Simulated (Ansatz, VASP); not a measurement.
**Two plane-wave programs on PbO2**

Contents of INCAR:

```
SYSTEM = PbO2
AGGAC = 1.0 ; AGGAX = 1.0
ALDAC = 0.0 ; ALDAX = 1.0
ALGO = Normal ; EDIFF = 1E-6
EDIFFG = -0.01 ; ENCUT = 600
GGA = B5 ; IBRION = 2
ISIF = 3 ; ISMEAR = -1
LASPH = .TRUE. ; LCHARG = .FALSE.
LREAL = .FALSE. ; LWAVE = .FALSE.
NELM = 100 ; NSW = 60
PREC = Accurate ; SIGMA = 0.05
```

File KPOINTS:

```
k-points
0
G
  9 9 9
  0 0 0
```

POSCAR

```
PbO2
1.0
    0.0000000000      2.7019920000      2.7019920000
    2.7019920000      0.0000000000      2.7019920000
    2.7019920000      2.7019920000      0.0000000000
Pb O
1 2
Direct
    0.0000000000      0.0000000000      0.0000000000
    0.7500000000      0.7500000000      0.7500000000
    0.2500000000      0.2500000000      0.2500000000
```

File input.yaml:

```yaml
crystal:
  lattice:
    - [0.0, 2.701992, 2.701992]
    - [2.701992, 0.0, 2.701992]
    - [2.701992, 2.701992, 0.0]
  atoms:
    - { symbol: Pb, position: [0.0, 0.0, 0.0] }
    - { symbol: O, position: [0.75, 0.75, 0.75] }
    - { symbol: O, position: [0.25, 0.25, 0.25] }
hamiltonian:
  xc: blyp
  pseudopotentials: { kind: paw }
kpoints:
  mp_grid: { grid: [9, 9, 9] }
scf:
  occupations: { method: fermi_dirac, width: 0.05 }
output:
  forces: true
  stress: true
  eigenvalues: true
  write_density: true
  write_potential: true
  elf: true
  volumetric_format: npy
relax:
  f_tol: 0.01
  max_steps: 40
  cell: { stress_tol: 0.05 }
```

Alike in both runs: task relaxation of cell and atoms; functional BLYP; k mesh 9 × 9 × 9; occupations fermi-dirac, width 0.05 eV; no spin polarisation.

|  | VASP | Ansatz |
| --- | --- | --- |
| version | VASP 6.6.1 | Ansatz 0.2.0 |
| potentials or method | VASP PAW PBE potentials, release 64 (Pb_d, O) | Ansatz PAW |
| plane-wave cutoff (eV) | 600 | 420 |
| valence electrons in the cell | 26 | 26 |

|  | VASP | Ansatz | Ansatz less VASP |
| --- | --- | --- | --- |
| gap on the k mesh at the Fermi level, each at its own relaxed structure (eV) | none | none | - |
| relaxed volume (Å³/atom) | 13.85 | 13.82 | -0.031 |
| relaxed cell length with the largest relative difference (Å) | 3.887 | 3.885 | -0.0029 |

VASP's potentials were made for PBE, not for BLYP. A gap of «none» marks a metal or a gap that the smearing closes.

Neither program's run includes spin-orbit coupling. Noted on Ansatz's run: the plane-wave basis is chosen anew once the cell has moved, so the energies of steps on either side of that aren't comparable.
